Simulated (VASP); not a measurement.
# Ag (P6_3/mmc) in VASP: a series of runs

Ag is run at these levels: PBEsol; tasks: single point.

Program: VASP 6.6.1. These are calculated values, not measurements. Logs are shortened: lines on timing, memory, paths and dates and some standing lists are left out, and cuts for length are marked.

## (1) The cell of the first run

It takes space group P6_3/mmc (No. 194, hexagonal). Conventional cell: a = 2.930 Å, b = 2.930 Å, c = 4.790 Å, α = 90.00°, β = 90.00°, γ = 120.00°. Within 3.9 Å of Ag (site symmetry -6m2) lie 12 Ag at 2.93 Å.

## (2) Single point, PBEsol

INCAR reads:

```
ALGO     = Fast           # electronic algorithm
EDIFF    = 1E-7           # SCF threshold, eV
ENCUT    = 520            # plane-wave cutoff, eV
GGA      = PS             # functional
ISIF     = 2              # what is computed and relaxed
ISMEAR   = 0              # smearing method
LASPH    = True           # aspherical terms in the spheres
LCHARG   = False          # write CHGCAR
LREAL    = False          # projectors in reciprocal space
LWAVE    = False          # write WAVECAR
NBANDS   = 18             # bands
NELM     = 60             # most SCF steps
PREC     = Accurate       # precision mode
SIGMA    = 0.15           # smearing width, eV
```

KPOINTS reads:

```
k-points
0
Gamma
  18 18 10
```

POSCAR reads:

```
Ag
1.0
    2.9299980804      0.0000000000      0.0000000000
   -1.4649990402      2.5374527707      0.0000000000
    0.0000000000      0.0000000000      4.7900000000
Ag
2
Direct
    0.3333333333      0.6666666667      0.2500000000
    0.6666666667      0.3333333333      0.7500000000
```

Potentials or basis: VASP PAW PBE potentials, release 64 (Ag).

Started as:

```console
cat potpaw_PBE.64/Ag/POTCAR > POTCAR
mpirun -np 1 vasp_std > vasp.out
```

OUTCAR:

```text
EDIFF = 1E-7
   ENCUT = 520
   GGA = PS
   ISIF = 2
   ISMEAR = 0
   LASPH = True
   LREAL = False
   NELM = 60
   PREC = Accurate

 ion  position               nearest neighbor table
   1  0.333  0.667  0.250-   2 2.93   2 2.93   2 2.93   2 2.93   2 2.93   2 2.93
   2  0.667  0.333  0.750-   1 2.93   1 2.93   1 2.93   1 2.93   1 2.93   1 2.93

  LATTYP: Found a hexagonal cell.
 ALAT       =     2.9299980804
 C/A-ratio  =     1.6348133577

  Lattice vectors:

 A1 = (   2.9299980804,   0.0000000000,   0.0000000000)
 A2 = (  -1.4649990402,   2.5374527707,   0.0000000000)
 A3 = (   0.0000000000,   0.0000000000,   4.7900000000)

Analysis of symmetry for initial positions (statically):
=====================================================================
 Subroutine PRICEL returns:
 Original cell was already a primitive cell.

 Routine SETGRP: Setting up the symmetry group for a
 hexagonal supercell.

 Subroutine GETGRP returns: Found 24 space group operations
 (whereof 12 operations were pure point group operations)
 out of a pool of 24 trial point group operations.

The static configuration has the point symmetry D_3d.
 The point group associated with its full space group is D_6h.

Analysis of symmetry for dynamics (positions and initial velocities):
=====================================================================
 Subroutine PRICEL returns:
 Original cell was already a primitive cell.

 Routine SETGRP: Setting up the symmetry group for a
 hexagonal supercell.

 Subroutine GETGRP returns: Found 24 space group operations
 (whereof 12 operations were pure point group operations)
 out of a pool of 24 trial point group operations.

The dynamic configuration has the point symmetry D_3d.
 The point group associated with its full space group is D_6h.

 Subroutine INISYM returns: Found 24 space group operations
 (whereof 12 operations are pure point group operations),
 and found     1 'primitive' translations

----------------------------------------------------------------------------------------

                                     Primitive cell

  volume of cell :      35.6124

  direct lattice vectors                    reciprocal lattice vectors
     2.929998080  0.000000000  0.000000000     0.341297152  0.197048003  0.000000000
    -1.464999040  2.537452771  0.000000000     0.000000000  0.394096005  0.000000000
     0.000000000  0.000000000  4.790000000     0.000000000  0.000000000  0.208768267

  length of vectors
     2.929998080  2.929998080  4.790000000     0.394096005  0.394096005  0.208768267

  position of ions in fractional coordinates (direct lattice)
     0.333333333  0.666666667  0.250000000
     0.666666667  0.333333333  0.750000000

  ion indices of the primitive-cell ions
   primitive index   ion index
                 1           1
                 2           2

----------------------------------------------------------------------------------------

 KPOINTS: k-points

Automatic generation of k-mesh.
 Grid dimensions read from file:
 generate k-points for:   18   18   10

 Generating k-lattice:

  Cartesian coordinates                     Fractional coordinates (reciprocal lattice)
     0.018960953  0.010947111  0.000000000     0.055555556  0.000000000  0.000000000
     0.000000000  0.021894223  0.000000000     0.000000000  0.055555556  0.000000000
     0.000000000  0.000000000  0.020876827     0.000000000  0.000000000  0.100000000

  Length of vectors
     0.021894223  0.021894223  0.020876827

  Shift w.r.t. Gamma in fractional coordinates (k-lattice)
     0.000000000  0.000000000  0.000000000

 Subroutine IBZKPT returns following result:
 ===========================================

 Found    222 irreducible k-points:

 Following reciprocal coordinates:
            Coordinates               Weight
  0.000000  0.000000  0.000000      1.000000
  0.055556  0.000000  0.000000      6.000000
  0.111111  0.000000  0.000000      6.000000
  0.166667  0.000000  0.000000      6.000000
  0.222222  0.000000  0.000000      6.000000
  0.277778  0.000000  0.000000      6.000000
[... 16 lines left out ...]
  0.333333  0.111111  0.000000     12.000000
  0.388889  0.111111  0.000000     12.000000
 [... further k-points ...]
   k-points           NKPTS =    222   k-points in BZ     NKDIM =    222   number of bands    NBANDS=     18
   number of dos      NEDOS =    301   number of ions     NIONS =      2
   total plane-waves  NPLWV =  20736
   dimension x,y,z NGX =    24 NGY =   24 NGZ =   36
   dimension x,y,z NGXF=    48 NGYF=   48 NGZF=   72
   ions per type =               2
   NGX,Y,Z   is equivalent  to a cutoff of  13.62, 13.62, 12.49 a.u.
   NGXF,Y,Z  is equivalent  to a cutoff of  27.23, 27.23, 24.99 a.u.
 SYSTEM =  unknown system
   PREC   = accura    normal or accurate (medium, high low for compatibility)
   ISTART =      0    job   : 0-new  1-cont  2-samecut
   ICHARG =      2    charge: 1-file 2-atom 10-const
   ISPIN  =      1    spin polarized calculation?
   LNONCOLLINEAR =      F non collinear calculations
   LSORBIT =      F    spin-orbit coupling
   LASPH  =      T    aspherical Exc in radial PAW
   ENCUT  =  520.0 eV  38.22 Ry    6.18 a.u.   5.45  5.45  8.91*2*pi/ulx,y,z
   NELM   =     60;   NELMIN=  2; NELMDL= -5     # of ELM steps
   EDIFF  = 0.1E-06   stopping-criterion for ELM
   LREAL  =      F    real-space projection
   EDIFFG = 0.1E-05   stopping-criterion for IOM
   NSW    =      0    number of steps for IOM
   IBRION =     -1    ionic relax: 0-MD 1-quasi-New 2-CG
   NFREE  =      0    steps in history (QN), initial steepest desc. (CG)
   ISIF   =      2    stress and relaxation
   ISYM   =      2    0-nonsym 1-usesym 2-fastsym
   POTIM  = 0.5000    time-step for ionic-motion
   TEBEG  =    0.0;   TEEND  =   0.0 temperature during run
   PSTRESS=    0.0 pullay stress
   NELECT =      22.0000    total number of electrons
   NUPDOWN=      -1.0000    fix difference up-down
   EMIN   =  10.00;   EMAX   =-10.00  energy-range for DOS
   EFERMI =   0.00;   METHOD = LEGACY
   ISMEAR =     0;   SIGMA  =   0.15  broadening in eV -4-tet -1-fermi 0-gaus
   EFERMI_NEDOS =   21; number of points for ismear=-14 and -15
   IALGO  =     68    algorithm
   IMIX   =      4    mixing-type and parameters
     AMIX     =   0.40;   BMIX     =  1.00
     AMIX_MAG =   1.60;   BMIX_MAG =  1.00
  volume/ion in A,a.u.               =      17.81       120.16
  Fermi-wavevector in a.u.,A,eV,Ry     =   1.394276  2.634800 26.449806  1.944006
  Thomas-Fermi vector in A             =   2.517841
   LORBIT       =      0    0 simple, 1 ext, 2 COOP (PROOUT), +10 PAW based schemes
   GGA     = PS    functional components
   LHFCALC =     F    Hartree Fock is set to
   AEXX    =    0.0000 exact exchange contribution
   IVDW    =     0    specifies the selected vdW correction
   LEPSILON=     F    determine dielectric tensor
   LRPA    =     F    only Hartree local field effects (RPA)
 non-spin polarized calculation
 RMM-DIIS sequential band-by-band and
 Gauss-broadening in eV      SIGMA  =   0.15
  energy-cutoff  :      520.00
  volume of cell :       35.61
 maximum number of plane-waves:       990
 NGX is ok and might be reduce to    24
   NGX = 11   NGY = 11   NGZ = 17

 number of electron      22.0000005 magnetization

 Free energy of the ion-electron system (eV)
  ---------------------------------------------------
  ext. energy  EPLUGINS =         0.00000000
  ---------------------------------------------------
  free energy    TOTEN  =        -6.55992321 eV

  energy without entropy =       -6.55161311  energy(sigma->0) =       -6.55576816

 E-fermi :   7.6101     XC(G=0): -12.1539

 val. band max:        7.6051676439   @ k =   0.3889   0.1111   0.3000
 cond. band min:       7.6381862572   @ k =   0.3333   0.0556   0.4000
 fundamental gap:      0.0330186132
 Fermi energy:         7.6101413237

 k-point     1 :       0.0000    0.0000    0.0000
  band No.  band energies     occupation
      1       0.1287      2.00000
      2       1.5176      2.00000
      3       3.0192      2.00000
      4       3.1140      2.00000
      5       3.1140      2.00000
      6       3.3352      2.00000
[... 10 lines left out ...]
     17      25.3705      0.00000
     18      25.3705      0.00000

 k-point     2 :       0.0556    0.0000    0.0000
  band No.  band energies     occupation
      1       0.2118      2.00000
      2       1.5660      2.00000
      3       2.9635      2.00000
      4       3.1569      2.00000
      5       3.1666      2.00000
      6       3.3184      2.00000
[... 10 lines left out ...]
     17      25.0768      0.00000
     18      25.8205      0.00000

 k-point     3 :       0.1111    0.0000    0.0000
  band No.  band energies     occupation
      1       0.4544      2.00000
      2       1.6980      2.00000
      3       2.8647      2.00000
      4       3.2299      2.00000
      5       3.2825      2.00000
      6       3.3160      2.00000
[... 10 lines left out ...]
     17      25.2875      0.00000
     18      26.2621      0.00000

 k-point     4 :       0.1667    0.0000    0.0000
  band No.  band energies     occupation
      1       0.8312      2.00000
      2       1.8658      2.00000
      3       2.7754      2.00000
      4       3.1848      2.00000
      5       3.2373      2.00000
      6       3.4715      2.00000
[... 375 lines left out ...]
      4       3.0439      2.00000
      5       3.0588      2.00000
      6       3.3261      2.00000
[... 10 lines left out ...]
     17      20.8318      0.00000
     18      23.1822      0.00000

 k-point    23 :       0.3333    0.1111    0.0000
  band No.  band energies     occupation
      1       1.8581      2.00000
      2       2.0770      2.00000
      3       2.1004      2.00000
      4       3.0189      2.00000
      5       3.3644      2.00000
      6       3.4042      2.00000
[... 10 lines left out ...]
     17      19.4879      0.00000
     18      22.7509      0.00000

 k-point    24 :       0.3889    0.1111    0.0000
  band No.  band energies     occupation
      1       1.7827      2.00000
      2       1.9871      2.00000
      3       2.0645      2.00000
      4       3.0019      2.00000
      5       3.3301      2.00000
      6       3.5099      2.00000
[... 10 lines left out ...]
     17      18.3800      0.00000
     18      22.4913      0.00000

 [... further k-points ...]
[... 5 lines left out ...]
  --------------------------------------------------------------------------------------
  -------------------------------------------------------------------------------------
  Total       -1.4411880     -1.4411880     -1.4067973      0.0000000      0.0000000      0.0000000
  in kB      -64.8381196    -64.8381196    -63.2909014      0.0000000      0.0000000      0.0000000
  external PRESSURE =     -64.3223802 kB  Pullay stress =       0.0000000 kB

 VOLUME and BASIS-vectors are now :
 -----------------------------------------------------------------------------
  energy-cutoff  :      520.00
  volume of cell :       35.61
      direct lattice vectors                 reciprocal lattice vectors
     2.929998080  0.000000000  0.000000000     0.341297152  0.197048003  0.000000000
    -1.464999040  2.537452771  0.000000000     0.000000000  0.394096005  0.000000000
     0.000000000  0.000000000  4.790000000     0.000000000  0.000000000  0.208768267

 POSITION                                       TOTAL-FORCE (eV/Angst)
 -----------------------------------------------------------------------------------
     -0.00000      1.69164      1.19750        -0.000000     -0.000000      0.000000
      1.46500      0.84582      3.59250         0.000000      0.000000      0.000000
 -----------------------------------------------------------------------------------
    total drift:                               -0.000000      0.000000     -0.000000

  FREE ENERGIE OF THE ION-ELECTRON SYSTEM (eV)
  ---------------------------------------------------
  free  energy   TOTEN  =        -6.5599232124 eV

  energy  without entropy=       -6.5516131146  energy(sigma->0) =       -6.55576816
```

It used 200 s of CPU time on 1 thread of AMD EPYC 7R13 Processor (Zen 3), on a shared host.

Results:

```yaml
Free_energy: -6.5599 eV
Pressure: -6.4 GPa
Band_gap_on_the_k_mesh: zero (band 11 reaches 11.59 eV, above the bottom of band 12 at 4.32 eV)
```

Levels at points of the mesh, in eV from the Fermi level:
```tsv
k point	band 9	band 10	band 11	band 12	band 13	band 14
(0.00, 0.00, 0.00)	-3.94	-3.00	-3.00	-0.31	3.36	15.53
(0.50, 0.00, 0.00)	-2.82	-2.75	0.13	1.46	6.67	6.95
(0.00, 0.00, 0.50)	-3.29	-3.29	-3.29	-3.29	10.80	10.80
(0.50, 0.00, 0.50)	-2.79	-2.79	0.80	0.80	4.36	4.36
```

Caveat: the PAW data sets were made with another functional, which shifts forces and pressure a little.

## (3) Single point, PBEsol

INCAR reads:

```
PREC = Accurate
ENCUT = 520
EDIFF = 1E-7
ISMEAR = 0
SIGMA = 0.15
LREAL = F
LASPH = T
NELM = 60
ALGO = Fast
ISIF = 2
LWAVE = F
LCHARG = T
GGA = PS
LELF = T
LVHAR = T
NBANDS = 18
```

KPOINTS reads:

```
regular mesh
0
Gamma
  24 24 12
```

POSCAR is that of step 2.

Potentials or basis: VASP PAW PBE potentials, release 64 (Ag).

Started as:

```console
cat potpaw_PBE.64/Ag/POTCAR > POTCAR
mpirun -np 1 vasp_std > vasp.out
```

It used 360 s of CPU time on 1 thread of AMD EPYC 7R13 Processor (Zen 3), with other jobs on the host.

The run converged. Its results:

- Free energy: -6.5620 eV
- Pressure: -6.5 GPa
- Band gap on the k mesh: zero (band 11 reaches 11.59 eV, above the bottom of band 12 at 4.32 eV)

Stress tensor (GPa, compression positive):
```
-6.66  0.00  0.00
 0.00 -6.66  0.00
 0.00  0.00 -6.20
```

Levels at points of the mesh, in eV from the Fermi level:
```csv
k point,band 8,band 9,band 10,band 11,band 12,band 13,band 14,band 15
"(0.00, 0.00, 0.00)",-4.00,-4.00,-3.05,-3.05,-0.37,3.30,15.48,17.33
"(0.50, 0.00, 0.00)",-2.93,-2.88,-2.80,0.07,1.41,6.62,6.90,8.94
"(0.00, 0.00, 0.50)",-4.41,-3.35,-3.35,-3.35,-3.35,10.74,10.74,15.82
"(0.50, 0.00, 0.50)",-3.10,-2.85,-2.85,0.74,0.74,4.30,4.30,13.20
```

Caveat: the PAW data sets were made with another functional, which shifts forces and pressure a little.
